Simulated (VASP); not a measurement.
# In2Sb (P6_3/mmc) in VASP: further runs, part 2 of 2

VASP 6.6.1.

**3. Single point, PBEsol (24.67 Å³/atom)**

Input file INCAR:

```
ALGO = Fast
EDIFF = 1E-7
ENCUT = 520
GGA = PS
ISIF = 2
ISMEAR = 0
LASPH = T
LCHARG = F
LREAL = F
LWAVE = F
NBANDS = 40
NELM = 100
PREC = Accurate
SIGMA = 0.1
```

Input file KPOINTS:

```
k-points
0
Gamma
  12 12 6
```

Input file POSCAR:

```
In2Sb
1.0
    5.2315488390      0.0000000000      0.0000000000
   -2.6157744195      4.5306541957      0.0000000000
    0.0000000000      0.0000000000      6.2453849481
In Sb
4 2
Direct
    0.6666666667      0.3333333333      0.2500000000
    0.3333333333      0.6666666667      0.7500000000
    0.0000000000      0.0000000000      0.5000000000
    0.0000000000      0.0000000000      0.0000000000
    0.6666666667      0.3333333333      0.7500000000
    0.3333333333      0.6666666667      0.2500000000
```

Potentials or basis: VASP PAW PBE potentials, release 64 (In_d, Sb).

Run with:

```bash
$ cat potpaw_PBE.64/In_d/POTCAR potpaw_PBE.64/Sb/POTCAR > POTCAR
$ mpirun -np 1 vasp_std > vasp.out
```

OUTCAR:

```text
EDIFF = 1E-7
   ENCUT = 520
   GGA = PS
   ISIF = 2
   ISMEAR = 0
   LASPH = T
   LREAL = F
   NELM = 100
   PREC = Accurate

 ion  position               nearest neighbor table
   1  0.667  0.333  0.250-   6 3.02   6 3.02   6 3.02   5 3.12   5 3.12   3 3.40   4 3.40   3 3.40
                             4 3.40   3 3.40   4 3.40
   2  0.333  0.667  0.750-   5 3.02   5 3.02   5 3.02   6 3.12   6 3.12   3 3.40   4 3.40   4 3.40
                             3 3.40   4 3.40   3 3.40
   3  0.000  0.000  0.500-   4 3.12   4 3.12   1 3.40   5 3.40   6 3.40   2 3.40   2 3.40   6 3.40
                             1 3.40   5 3.40   1 3.40   5 3.40   2 3.40   6 3.40
   4  0.000  0.000  0.000-   3 3.12   3 3.12   1 3.40   5 3.40   6 3.40   2 3.40   2 3.40   6 3.40
                             1 3.40   5 3.40   1 3.40   5 3.40   2 3.40   6 3.40
   5  0.667  0.333  0.750-   2 3.02   2 3.02   2 3.02   1 3.12   1 3.12   3 3.40   4 3.40   3 3.40
                             4 3.40   3 3.40   4 3.40
   6  0.333  0.667  0.250-   1 3.02   1 3.02   1 3.02   2 3.12   2 3.12   3 3.40   4 3.40   4 3.40
                             3 3.40   4 3.40   3 3.40

  LATTYP: Found a hexagonal cell.
 ALAT       =     5.2315488390
 C/A-ratio  =     1.1937927257

  Lattice vectors:

 A1 = (   5.2315488390,   0.0000000000,   0.0000000000)
 A2 = (  -2.6157744195,   4.5306541957,   0.0000000000)
 A3 = (   0.0000000000,   0.0000000000,   6.2453849481)

Analysis of symmetry for initial positions (statically):
=====================================================================
 Subroutine PRICEL returns:
 Original cell was already a primitive cell.

 Routine SETGRP: Setting up the symmetry group for a
 hexagonal supercell.

 Subroutine GETGRP returns: Found 24 space group operations
 (whereof 12 operations were pure point group operations)
 out of a pool of 24 trial point group operations.

The static configuration has the point symmetry D_3d.
 The point group associated with its full space group is D_6h.

Analysis of symmetry for dynamics (positions and initial velocities):
=====================================================================
 Subroutine PRICEL returns:
 Original cell was already a primitive cell.

 Routine SETGRP: Setting up the symmetry group for a
 hexagonal supercell.

 Subroutine GETGRP returns: Found 24 space group operations
 (whereof 12 operations were pure point group operations)
 out of a pool of 24 trial point group operations.

The dynamic configuration has the point symmetry D_3d.
 The point group associated with its full space group is D_6h.

 Subroutine INISYM returns: Found 24 space group operations
 (whereof 12 operations are pure point group operations),
 and found     1 'primitive' translations

----------------------------------------------------------------------------------------

                                     Primitive cell

  volume of cell :     148.0302

  direct lattice vectors                    reciprocal lattice vectors
     5.231548839  0.000000000  0.000000000     0.191147981  0.110359338  0.000000000
    -2.615774420  4.530654196  0.000000000     0.000000000  0.220718677  0.000000000
     0.000000000  0.000000000  6.245384948     0.000000000  0.000000000  0.160118233

  length of vectors
     5.231548839  5.231548839  6.245384948     0.220718677  0.220718677  0.160118233

  position of ions in fractional coordinates (direct lattice)
[... 66 lines left out ...]
  0.250000  0.000000  0.166667     12.000000
  0.333333 -0.000000  0.166667     12.000000
 [... further k-points ...]
   k-points           NKPTS =     76   k-points in BZ     NKDIM =     76   number of bands    NBANDS=     40
   number of dos      NEDOS =    301   number of ions     NIONS =      6
   total plane-waves  NPLWV =  76800
   dimension x,y,z NGX =    40 NGY =   40 NGZ =   48
   dimension x,y,z NGXF=    80 NGYF=   80 NGZF=   96
   ions per type =               4   2
   NGX,Y,Z   is equivalent  to a cutoff of  12.71, 12.71, 12.78 a.u.
   NGXF,Y,Z  is equivalent  to a cutoff of  25.42, 25.42, 25.55 a.u.
 SYSTEM =  unknown system
   PREC   = accura    normal or accurate (medium, high low for compatibility)
   ISTART =      0    job   : 0-new  1-cont  2-samecut
   ICHARG =      2    charge: 1-file 2-atom 10-const
   ISPIN  =      1    spin polarized calculation?
   LNONCOLLINEAR =      F non collinear calculations
   LSORBIT =      F    spin-orbit coupling
   LASPH  =      T    aspherical Exc in radial PAW
   ENCUT  =  520.0 eV  38.22 Ry    6.18 a.u.   9.73  9.73 11.61*2*pi/ulx,y,z
   NELM   =    100;   NELMIN=  2; NELMDL= -5     # of ELM steps
   EDIFF  = 0.1E-06   stopping-criterion for ELM
   LREAL  =      F    real-space projection
   EDIFFG = 0.1E-05   stopping-criterion for IOM
   NSW    =      0    number of steps for IOM
   IBRION =     -1    ionic relax: 0-MD 1-quasi-New 2-CG
   NFREE  =      0    steps in history (QN), initial steepest desc. (CG)
   ISIF   =      2    stress and relaxation
   ISYM   =      2    0-nonsym 1-usesym 2-fastsym
   POTIM  = 0.5000    time-step for ionic-motion
   TEBEG  =    0.0;   TEEND  =   0.0 temperature during run
   PSTRESS=    0.0 pullay stress
   NELECT =      62.0000    total number of electrons
   NUPDOWN=      -1.0000    fix difference up-down
   EMIN   =  10.00;   EMAX   =-10.00  energy-range for DOS
   EFERMI =   0.00;   METHOD = LEGACY
   ISMEAR =     0;   SIGMA  =   0.10  broadening in eV -4-tet -1-fermi 0-gaus
   EFERMI_NEDOS =   21; number of points for ismear=-14 and -15
   IALGO  =     68    algorithm
   IMIX   =      4    mixing-type and parameters
     AMIX     =   0.40;   BMIX     =  1.00
     AMIX_MAG =   1.60;   BMIX_MAG =  1.00
  volume/ion in A,a.u.               =      24.67       166.49
  Fermi-wavevector in a.u.,A,eV,Ry     =   1.224866  2.314661 20.412777  1.500297
  Thomas-Fermi vector in A             =   2.359925
   LORBIT       =      0    0 simple, 1 ext, 2 COOP (PROOUT), +10 PAW based schemes
   GGA     = PS    functional components
   LHFCALC =     F    Hartree Fock is set to
   AEXX    =    0.0000 exact exchange contribution
   IVDW    =     0    specifies the selected vdW correction
   LEPSILON=     F    determine dielectric tensor
   LRPA    =     F    only Hartree local field effects (RPA)
 non-spin polarized calculation
 RMM-DIIS sequential band-by-band and
 Gauss-broadening in eV      SIGMA  =   0.10
  energy-cutoff  :      520.00
  volume of cell :      148.03
 maximum number of plane-waves:      4019
 NGX is ok and might be reduce to    40
   NGX = 19   NGY = 19   NGZ = 23

 number of electron      61.9999997 magnetization

 Free energy of the ion-electron system (eV)
  ---------------------------------------------------
  ext. energy  EPLUGINS =         0.00000000
  ---------------------------------------------------
  free energy    TOTEN  =       -21.00413399 eV

  energy without entropy =      -20.99370256  energy(sigma->0) =      -20.99891827

 E-fermi :   8.5002     XC(G=0): -10.6818

 val. band max:        8.4833165471   @ k =   0.5000   0.0000   0.1667
 cond. band min:       8.5078293015   @ k =   0.4167   0.0000   0.1667
 fundamental gap:      0.0245127544
 Fermi energy:         8.5002400498

 k-point     1 :       0.0000    0.0000    0.0000
  band No.  band energies     occupation
      1      -6.3137      2.00000
      2      -6.2634      2.00000
      3      -6.2634      2.00000
      4      -6.1823      2.00000
      5      -6.1823      2.00000
      6      -6.1569      2.00000
[... 1021 lines left out ...]
     39      13.2820      0.00000
     40      13.7571      0.00000

 [... further k-points ...]

------------------------ aborting loop because EDIFF is reached ----------------------------------------

  FORCE on cell =-STRESS in cart. coord.  units (eV):
  Direction    XX          YY          ZZ          XY          YZ          ZX
  --------------------------------------------------------------------------------------
  -------------------------------------------------------------------------------------
  Total        3.2133538      3.2133538      3.2133757      0.0000000      0.0000000      0.0000000
  in kB       34.7791303     34.7791303     34.7793674      0.0000000      0.0000000      0.0000000
  external PRESSURE =      34.7792093 kB  Pullay stress =       0.0000000 kB

 VOLUME and BASIS-vectors are now :
 -----------------------------------------------------------------------------
  energy-cutoff  :      520.00
  volume of cell :      148.03
      direct lattice vectors                 reciprocal lattice vectors
     5.231548839  0.000000000  0.000000000     0.191147981  0.110359338  0.000000000
    -2.615774420  4.530654196  0.000000000     0.000000000  0.220718677  0.000000000
     0.000000000  0.000000000  6.245384948     0.000000000  0.000000000  0.160118233

 POSITION                                       TOTAL-FORCE (eV/Angst)
 -----------------------------------------------------------------------------------
      2.61577      1.51022      1.56135        -0.000000      0.000000      0.000000
     -0.00000      3.02044      4.68404         0.000000      0.000000     -0.000000
      0.00000      0.00000      3.12269        -0.000000      0.000000      0.000000
      0.00000      0.00000      0.00000        -0.000000      0.000000      0.000000
      2.61577      1.51022      4.68404         0.000000     -0.000000      0.000000
     -0.00000      3.02044      1.56135        -0.000000      0.000000      0.000000
 -----------------------------------------------------------------------------------
    total drift:                               -0.000000     -0.000000     -0.000000

  FREE ENERGIE OF THE ION-ELECTRON SYSTEM (eV)
  ---------------------------------------------------
  free  energy   TOTEN  =       -21.0041339890 eV

  energy  without entropy=      -20.9937025588  energy(sigma->0) =      -20.99891827
```

OSZICAR:

```text
N       E                     dE             d eps       ncg     rms          rms(c)
DAV:   1     0.601136966617E+03    0.60114E+03   -0.27658E+04  6080   0.190E+03
DAV:   2     0.464785935174E+02   -0.55466E+03   -0.54132E+03  6144   0.483E+02
DAV:   3    -0.181811632728E+02   -0.64660E+02   -0.62619E+02  7168   0.183E+02
DAV:   4    -0.211173507388E+02   -0.29362E+01   -0.29237E+01  7312   0.410E+01
[... 13 lines left out ...]
RMM:  18    -0.210041345837E+02    0.48417E-06   -0.10520E-07  3888   0.221E-03    0.136E-02
RMM:  19    -0.210041343415E+02    0.24222E-06   -0.69367E-08  3756   0.222E-03    0.888E-03
RMM:  20    -0.210041341843E+02    0.15727E-06   -0.51235E-08  3812   0.188E-03    0.511E-03
RMM:  21    -0.210041340187E+02    0.16560E-06   -0.41825E-08  3891   0.176E-03    0.646E-04
RMM:  22    -0.210041339890E+02    0.29605E-07   -0.30140E-08  3699   0.109E-03
   1 F= -.21004134E+02 E0= -.20998918E+02  d E =-.104314E-01
```

stdout:

```text
POSCAR found type information on POSCAR InSb
 POSCAR found :  2 types and       6 ions
 scaLAPACK will be used
 -----------------------------------------------------------------------------
|                                                                             |
|                                                                             |
|     You enforced a specific xc type in the INCAR file but a different       |
|     I HOPE YOU KNOW WHAT YOU ARE DOING!                                     |
|                                                                             |
 -----------------------------------------------------------------------------

 LDA part: xc-table for (Slater+PW92), standard interpolation
 POSCAR, INCAR and KPOINTS ok, starting setup
 FFT: planning ... GRIDC
 FFT: planning ... GRID_SOFT
 FFT: planning ... GRID
 WAVECAR not read
 entering main loop
WARNING in EDDRMM: call to ZHEGV failed, returncode =   8  4     39
WARNING in EDDRMM: call to ZHEGV failed, returncode =   6  3     39
```

Wall time 19 min (1 thread of Oxide Virtual Turin-like, shared host); peak memory 0.47 GiB.

Results:

* Free energy: -21.0041 eV
* Pressure: 3.5 GPa
* Band gap on the k mesh: zero (bands 31 and 32 overlap by 2.53 eV)

Caveat: the cell stands under pressure; the PAW data sets were made with another functional, which shifts forces and pressure a little; spin-orbit coupling is left out, which moves the levels of the heavy elements.

**4. Single point, PBEsol (25.46 Å³/atom)**

This run uses another cell than the first one, of 25.46 Å³/atom.

Input file INCAR:

```
SYSTEM = In2Sb
  PREC = Accurate
  ENCUT = 520
  EDIFF = 1E-6
  ISMEAR = 0
  SIGMA = 0.1
  LREAL = .FALSE.
  LASPH = .TRUE.
  NELM = 60
  ALGO = Fast
  ISIF = 2
  LWAVE = .FALSE.
  LCHARG = .FALSE.
  GGA = PS
  NBANDS = 40
```

Input file KPOINTS:

```
regular mesh
0
G
  12 12 6
  0 0 0
```

Edit POSCAR of step 3 so:

```diff
@@ -2,5 +2,5 @@
 1.0
-    5.2315488390      0.0000000000      0.0000000000
-   -2.6157744195      4.5306541957      0.0000000000
-    0.0000000000      0.0000000000      6.2453849481
+    5.2829931412      0.0000000000      0.0000000000
+   -2.6414965706      4.5752062683      0.0000000000
+    0.0000000000      0.0000000000      6.3198033859
 In Sb
```

Run with:

```bash
$ cat potpaw_PBE.64/In_d/POTCAR potpaw_PBE.64/Sb/POTCAR > POTCAR
$ mpirun -np 1 vasp_std > vasp.out
```

Wall time 13 min (1 thread of Oxide Virtual Turin-like, shared host); peak memory 0.47 GiB.

The run converged. Its results:

| Quantity | Value |
| --- | --- |
| Free energy | -21.0791 eV |
| Pressure | 1.6 GPa |
| Band gap on the k mesh | zero (bands 31 and 32 overlap by 2.41 eV) |

Levels at points of the mesh, in eV from the Fermi level:
```
           k point  band 28  band 29  band 30  band 31  band 32  band 33  band 34  band 35
(0.00, 0.00, 0.00)    -2.07    -2.07    -1.15    -0.79    -0.31    -0.31     0.38     0.52
(0.50, 0.00, 0.00)    -3.83    -1.62    -1.61    -1.27     1.34     1.69     2.28     3.61
(0.00, 0.00, 0.50)    -2.07    -2.07    -2.07    -0.91    -0.91    -0.48    -0.48    -0.48
(0.50, 0.00, 0.50)    -3.42    -0.27    -0.27     0.82     0.82     2.85     2.85     3.17
```

Caveat: the PAW data sets were made with another functional, which shifts forces and pressure a little; spin-orbit coupling is left out, which moves the levels of the heavy elements.

**5. Single point, PBEsol (27.03 Å³/atom)**

This run uses another cell than the first one, of 27.03 Å³/atom.

Input file INCAR:

```
SYSTEM = In2Sb
ALGO     = Fast           ! electronic algorithm
EDIFF    = 1E-7           ! SCF threshold, eV
ENCUT    = 520            ! plane-wave cutoff, eV
GGA      = PS             ! functional
ISIF     = 2              ! what is computed and relaxed
ISMEAR   = 0              ! smearing method
LASPH    = .True.         ! aspherical terms in the spheres
LCHARG   = .False.        ! write CHGCAR
LREAL    = .False.        ! projectors in reciprocal space
LWAVE    = .False.        ! write WAVECAR
NBANDS   = 40             ! bands
NELM     = 60             ! most SCF steps
PREC     = Accurate       ! precision mode
SIGMA    = 0.1            ! smearing width, eV
```

Input file KPOINTS:

```
k-points
0
Gamma
  12 12 6
  0 0 0
```

Edit POSCAR of step 4 so:

```diff
@@ -2,5 +2,5 @@
 1.0
-    5.2829931412      0.0000000000      0.0000000000
-   -2.6414965706      4.5752062683      0.0000000000
-    0.0000000000      0.0000000000      6.3198033859
+    5.3861421979      0.0000000000      0.0000000000
+   -2.6930710990      4.6645359718      0.0000000000
+    0.0000000000      0.0000000000      6.4561486545
 In Sb
```

Run with:

```bash
$ cat potpaw_PBE.64/In_d/POTCAR potpaw_PBE.64/Sb/POTCAR > POTCAR
$ mpirun -np 1 vasp_std > vasp.out
```

Run time: 17 min. Hardware: 1 thread of Oxide Virtual Turin-like, shared host; peak memory 0.49 GiB.

Results (log left out):

```yaml
Free_energy: -21.0832 eV
Pressure: -1.4 GPa
Band_gap_on_the_k_mesh: zero (bands 31 and 32 overlap by 2.19 eV)
```

Stress tensor (GPa, compression positive):
```
-1.39  0.00  0.00
 0.00 -1.39  0.00
 0.00  0.00 -1.28
```

Levels at points of the mesh, in eV from the Fermi level:
```tsv
k point	band 27	band 28	band 29	band 30	band 31	band 32	band 33	band 34	band 35	band 36
(0.00, 0.00, 0.00)	-2.53	-1.89	-1.89	-1.41	-0.69	-0.23	-0.23	0.17	0.50	2.24
(0.50, 0.00, 0.00)	-3.72	-3.71	-1.59	-1.50	-1.23	1.41	1.53	2.15	3.43	3.53
(0.00, 0.00, 0.50)	-1.92	-1.92	-1.92	-1.92	-0.83	-0.83	-0.34	-0.34	-0.34	-0.34
(0.50, 0.00, 0.50)	-3.17	-3.17	-0.29	-0.29	0.81	0.81	2.60	2.60	3.00	3.00
```

Caveat: the PAW data sets were made with another functional, which shifts forces and pressure a little; spin-orbit coupling is left out, which moves the levels of the heavy elements.

**6. The runs side by side**

```csv
cell,further INCAR settings,gap on the mesh (eV),pressure (GPa)
"a = 5.232, b = 5.232, c = 6.245 Å, angles 90.0, 90.0, 120.0°, 6 atoms",ALGO = Fast; EDIFF = 1e-07; NBANDS = 40,none,3.5
"a = 5.283, b = 5.283, c = 6.320 Å, angles 90.0, 90.0, 120.0°, 6 atoms",ALGO = Fast; EDIFF = 1e-06; NBANDS = 40,none,1.6
"a = 5.386, b = 5.386, c = 6.456 Å, angles 90.0, 90.0, 120.0°, 6 atoms",ALGO = Fast; EDIFF = 1e-07; NBANDS = 40,none,-1.4
```

Alike in all rows: task single point; level PBEsol; potentials or basis VASP PAW PBE potentials, release 64 (In_d, Sb); no spin polarisation; k mesh 12 × 12 × 6; cutoff (eV) 520; smearing gaussian 0.1 eV.

Caveats: the PAW data sets were made with another functional, which shifts forces and pressure a little; spin-orbit coupling is left out, which moves the levels of the heavy elements; the cell stands under pressure (at least some runs).

Absolute energies hang on the potentials; compare differences alone.

The gap in the log of VASP goes by the Fermi energy; the results here count the filled bands.